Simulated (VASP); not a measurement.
Set up this calculation in VASP 6.6.1, as the native input.

```yaml
Task: relaxation of cell and atoms
Functional: PBE
Potentials_or_basis: VASP PAW PBE potentials, release 64 (Nb_sv, C)
Cutoff: 600 eV
k_mesh: 12 × 12 × 12
Occupations: gaussian, width 0.1 eV
Spin: no spin polarisation
Dipole_correction: no
Further_INCAR_settings: ALGO = Normal; EDIFF = 1e-07; IBRION = 2; EDIFFG = -0.01; NSW = 100; ISIF = 3
```

The structure of Nb3C lies in POSCAR:

```
Nb3C
1.0
    3.8842926253      0.0000000000      0.0000000000
    0.0000000000      3.8842926253      0.0000000000
    0.0000000000      0.0000000000      3.8842926253
Nb C
3 1
Direct
    0.5000000000      0.5000000000      0.0000000000
    0.5000000000      0.0000000000      0.5000000000
    0.0000000000      0.5000000000      0.5000000000
    0.0000000000      0.0000000000      0.0000000000
```

One way to write it, as run:

INCAR

```
  PREC = Accurate
  ENCUT = 600
  EDIFF = 1E-7
  ISMEAR = 0
  SIGMA = 0.1
  LREAL = F
  LASPH = T
  NELM = 60
  ALGO = Normal
  ISIF = 3
  LWAVE = F
  LCHARG = F
  GGA = PE
  IBRION = 2
  NSW = 100
  EDIFFG = -0.01
```

KPOINTS

```
regular mesh
0
Gamma
  12 12 12
```

Potentials or basis: VASP PAW PBE potentials, release 64 (Nb_sv, C).

The run is started by

```console
$ cat potpaw_PBE.64/Nb_sv/POTCAR potpaw_PBE.64/C/POTCAR > POTCAR
$ mpirun -np 1 vasp_std > vasp.out
```

It gave:

| Item | Value |
| --- | --- |
| Relaxed volume | 14.55 Å³/atom |
| Relaxed cell | a = 3.875 Å, b = 3.875 Å, c = 3.875 Å, α = 90.00°, β = 90.00°, γ = 90.00° |
| Space group after relaxing (to 0.05 Å) | Pm-3m (No. 221) |
| Energy gained by relaxing | 0.4 meV/atom |
| Ionic steps | 3 |
| Pressure after relaxing | 0.0 GPa |

Wall time 4.5 min on 1 thread of Intel Xeon 6975P-C (shared host), peak memory 0.27 GiB.
